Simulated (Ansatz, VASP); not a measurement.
## AsPb2: VASP beside Ansatz

The input INCAR:

```
PREC     = Accurate       # precision mode
ENCUT    = 500            # plane-wave cutoff, eV
EDIFF    = 1E-7           # SCF threshold, eV
ISMEAR   = 0              # smearing method
SIGMA    = 0.1            # smearing width, eV
LREAL    = F              # projectors in reciprocal space
LASPH    = T              # aspherical terms in the spheres
NELM     = 120            # most SCF steps
ALGO     = Normal         # electronic algorithm
ISIF     = 3              # what is computed and relaxed
LWAVE    = F              # write WAVECAR
LCHARG   = F              # write CHGCAR
GGA      = PE             # functional
IBRION   = 2              # ionic algorithm
NSW      = 100            # ionic steps
EDIFFG   = -0.01          # ionic threshold
GGA_COMPAT= F            
NELMIN   = 4
```

Contents of KPOINTS:

```
regular mesh
0
Gamma
  12 12 12
```

File POSCAR:

```
AsPb2
1.0
    0.0000000000      3.6389208046      3.6389208046
    3.6389208046      0.0000000000      3.6389208046
    3.6389208046      3.6389208046      0.0000000000
As Pb
1 2
Direct
    0.0000000000      0.0000000000      0.0000000000
    0.2500000000      0.2500000000      0.2500000000
    0.7500000000      0.7500000000      0.7500000000
```

Input for Ansatz:

```yaml
crystal:
  lattice:
    - [0.0, 3.6389208046, 3.6389208046]
    - [3.6389208046, 0.0, 3.6389208046]
    - [3.6389208046, 3.6389208046, 0.0]
  atoms:
    - { symbol: As, position: [0.0, 0.0, 0.0] }
    - { symbol: Pb, position: [0.25, 0.25, 0.25] }
    - { symbol: Pb, position: [0.75, 0.75, 0.75] }
basis:
  ecutwfc: 420
kpoints:
  mp_grid: { grid: [12, 12, 12] }
hamiltonian:
  xc: pbe
scf:
  occupations: { method: gaussian, width: 0.1 }
output:
  forces: true
  stress: true
  eigenvalues: true
relax:
  adjacent_minimum: "off"
  f_tol: 0.01
  max_steps: 80
  cell: { stress_tol: 0.05 }
```

Change from the starting cell: species swapped into the Al2Au type (Fm-3m, No. 225).

Alike in both runs: task relaxation of cell and atoms; functional PBE; k mesh 12 × 12 × 12; occupations gaussian, width 0.1 eV; no spin polarisation.

```csv
,VASP,Ansatz
version,VASP 6.6.1,Ansatz 0.2.0
potentials or method,"VASP PAW PBE potentials, release 64 (As, Pb_d), cutoff 500 eV","scalar-relativistic, plane waves, PAW"
valence electrons in the cell,33,43
```

|  | VASP | Ansatz | Ansatz less VASP |
| --- | --- | --- | --- |
| gap on the k mesh at the Fermi level, each at its own relaxed structure (eV) | none | none | - |
| relaxed volume (Å³/atom) | 32.12 | 32.12 | 0.000 |
| relaxed cell length with the largest relative difference (Å) | 5.146 | 5.146 | 0.0000 |

A gap of «none» marks a metal or a gap that the smearing closes. VASP's potentials hold 33 valence electrons a cell and Ansatz's 43, so a difference there can come from the potentials and not from the codes.

Neither program's run includes spin-orbit coupling. Noted on VASP's run: the relaxation stopped at its first step, so nothing moved.
